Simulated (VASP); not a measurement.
# Y (Fm-3m) in VASP: a series of runs, part 2 of 2

VASP 6.6.1.

## Step 4: Single point, r2SCAN

POSCAR

```
Y
1.0
    0.0000000000      2.5504522892      2.5504522892
    2.5504522892      0.0000000000      2.5504522892
    2.5504522892      2.5504522892      0.0000000000
Y
1
Direct
    0.0000000000      0.0000000000      0.0000000000
```

INCAR.step1

```
PREC = Accurate
ENCUT = 520
ISMEAR = 0
SIGMA = 0.1
LREAL = False
LASPH = True
NELM = 100
NBANDS = 12
GGA = PE
ALGO = Normal
EDIFF = 1E-4
LWAVE = True
LCHARG = False
```

INCAR.step2

```
PREC = Accurate
ENCUT = 520
EDIFF = 1E-7
ISMEAR = 0
SIGMA = 0.1
LREAL = False
LASPH = True
NELM = 100
ALGO = Normal
ISIF = 2
LWAVE = False
LCHARG = True
METAGGA = R2SCAN
LMIXTAU = True
LELF = True
LVHAR = True
NBANDS = 12
ISTART = 1
```

KPOINTS

```
Automatic mesh
0
Gamma
  14 14 14
```

Potentials or basis: VASP PAW PBE potentials, release 64 (Y_sv).

Run with:

```console
$ cat potpaw_PBE.64/Y_sv/POTCAR > POTCAR
$ cp INCAR.step1 INCAR
$ mpirun -np 1 vasp_std > vasp.out
$ cp INCAR.step2 INCAR
$ mpirun -np 1 vasp_std > vasp.out
```

OUTCAR:

```text
PREC = Accurate
   ENCUT = 520
   EDIFF = 1E-7
   ISMEAR = 0
   LREAL = False
   LASPH = True
   NELM = 100
   ISIF = 2
   METAGGA = R2SCAN
   ISTART = 1

 ion  position               nearest neighbor table
   1  0.000  0.000  0.000-

  LATTYP: Found a face centered cubic cell.
 ALAT       =     5.1009045784

  Lattice vectors:

 A1 = (   0.0000000000,   2.5504522892,   2.5504522892)
 A2 = (   2.5504522892,   0.0000000000,   2.5504522892)
 A3 = (   2.5504522892,   2.5504522892,   0.0000000000)

Analysis of symmetry for initial positions (statically):
=====================================================================
 Subroutine PRICEL returns:
 Original cell was already a primitive cell.

 Routine SETGRP: Setting up the symmetry group for a
 face centered cubic supercell.

 Subroutine GETGRP returns: Found 48 space group operations
 (whereof 48 operations were pure point group operations)
 out of a pool of 48 trial point group operations.

The static configuration has the point symmetry O_h .

Analysis of symmetry for dynamics (positions and initial velocities):
=====================================================================
 Subroutine PRICEL returns:
 Original cell was already a primitive cell.

 Routine SETGRP: Setting up the symmetry group for a
 face centered cubic supercell.

 Subroutine GETGRP returns: Found 48 space group operations
 (whereof 48 operations were pure point group operations)
 out of a pool of 48 trial point group operations.

The dynamic configuration has the point symmetry O_h .

 Subroutine INISYM returns: Found 48 space group operations
 (whereof 48 operations are pure point group operations),
 and found     1 'primitive' translations

----------------------------------------------------------------------------------------

                                     Primitive cell

  volume of cell :      33.1804

  direct lattice vectors                    reciprocal lattice vectors
     0.000000000  2.550452289  2.550452289    -0.196043659  0.196043659  0.196043659
     2.550452289  0.000000000  2.550452289     0.196043659 -0.196043659  0.196043659
[... 112 lines left out ...]
   LEPSILON=     F    determine dielectric tensor
   LRPA    =     F    only Hartree local field effects (RPA)
 non-spin polarized calculation
 Gauss-broadening in eV      SIGMA  =   0.10
  energy-cutoff  :      520.00
  volume of cell :       33.18
 maximum number of plane-waves:       911
   NGX = 13   NGY = 13   NGZ = 13

 number of electron      11.0000001 magnetization

 Free energy of the ion-electron system (eV)
  ---------------------------------------------------
  ext. energy  EPLUGINS =         0.00000000
  ---------------------------------------------------
  free energy    TOTEN  =       -20.22697455 eV

  energy without entropy =      -20.21925057  energy(sigma->0) =      -20.22311256

 E-fermi :   3.0522     XC(G=0): -10.0368

 val. band max:        3.0411055152   @ k =  -0.3571   0.2143   0.0000
 cond. band min:       3.0666773738   @ k =   0.2857   0.2857   0.0000
 fundamental gap:      0.0255718586
 Fermi energy:         3.0522305773

 k-point     1 :       0.0000    0.0000    0.0000
  band No.  band energies     occupation
      1     -41.1850      2.00000
      2     -20.2305      2.00000
      3     -20.2305      2.00000
      4     -20.2305      2.00000
      5      -1.9290      2.00000
      6       5.0722      0.00000
      7       5.0722      0.00000
      8       5.0722      0.00000
      9       7.1634      0.00000
     10       7.1634      0.00000
     11      12.3106      0.00000
     12      15.7850      0.00000
[... 331 lines left out ...]
 k-point    24 :       0.2857    0.1429    0.0000
  band No.  band energies     occupation
      1     -41.1461      2.00000
      2     -20.5137      2.00000
      3     -20.3050      2.00000
      4     -20.2996      2.00000
      5      -0.2512      2.00000
      6       3.6085      0.00000
      7       5.0499      0.00000
      8       5.7032      0.00000
      9       6.5033      0.00000
     10       7.7493      0.00000
     11      13.5053      0.00000
     12      15.2696      0.00000

 [... further k-points ...]

------------------------ aborting loop because EDIFF is reached ----------------------------------------

  FORCE on cell =-STRESS in cart. coord.  units (eV):
  Direction    XX          YY          ZZ          XY          YZ          ZX
  --------------------------------------------------------------------------------------
  -------------------------------------------------------------------------------------
  Total        0.0159532      0.0159532      0.0159532     -0.0000000      0.0000000      0.0000000
  in kB        0.7703323      0.7703323      0.7703323     -0.0000000      0.0000000      0.0000000
  external PRESSURE =       0.7703323 kB  Pullay stress =       0.0000000 kB

 VOLUME and BASIS-vectors are now :
 -----------------------------------------------------------------------------
  energy-cutoff  :      520.00
  volume of cell :       33.18
      direct lattice vectors                 reciprocal lattice vectors
     0.000000000  2.550452289  2.550452289    -0.196043659  0.196043659  0.196043659
     2.550452289  0.000000000  2.550452289     0.196043659 -0.196043659  0.196043659
     2.550452289  2.550452289  0.000000000     0.196043659  0.196043659 -0.196043659

 POSITION                                       TOTAL-FORCE (eV/Angst)
 -----------------------------------------------------------------------------------
      0.00000      0.00000      0.00000         0.000000      0.000000     -0.000000
 -----------------------------------------------------------------------------------
    total drift:                               -0.000000     -0.000000     -0.000000

  FREE ENERGIE OF THE ION-ELECTRON SYSTEM (eV)
  ---------------------------------------------------
  free  energy   TOTEN  =       -20.2269745527 eV

  energy  without entropy=      -20.2192505661  energy(sigma->0) =      -20.22311256
```

OUTCAR.step1:

```text
PREC = Accurate
   ENCUT = 520
   ISMEAR = 0
   LREAL = False
   LASPH = True
   NELM = 100
[... 574 lines left out ...]

 POSITION                                       TOTAL-FORCE (eV/Angst)
 -----------------------------------------------------------------------------------
      0.00000      0.00000      0.00000         0.000000      0.000000      0.000000
 -----------------------------------------------------------------------------------
    total drift:                               -0.000000     -0.000000     -0.000000

  FREE ENERGIE OF THE ION-ELECTRON SYSTEM (eV)
  ---------------------------------------------------
  free  energy   TOTEN  =        -6.4086868002 eV

  energy  without entropy=       -6.3999632031  energy(sigma->0) =       -6.40432500
```

Run time: 96 s. Hardware: 1 thread of Intel Xeon 6975P-C (Granite Rapids), shared host; peak memory 0.21 GiB.

What came out:

* Free energy: -20.2270 eV
* Pressure: 0.1 GPa

Caveat: the PAW data sets were made with another functional, which shifts forces and pressure a little.
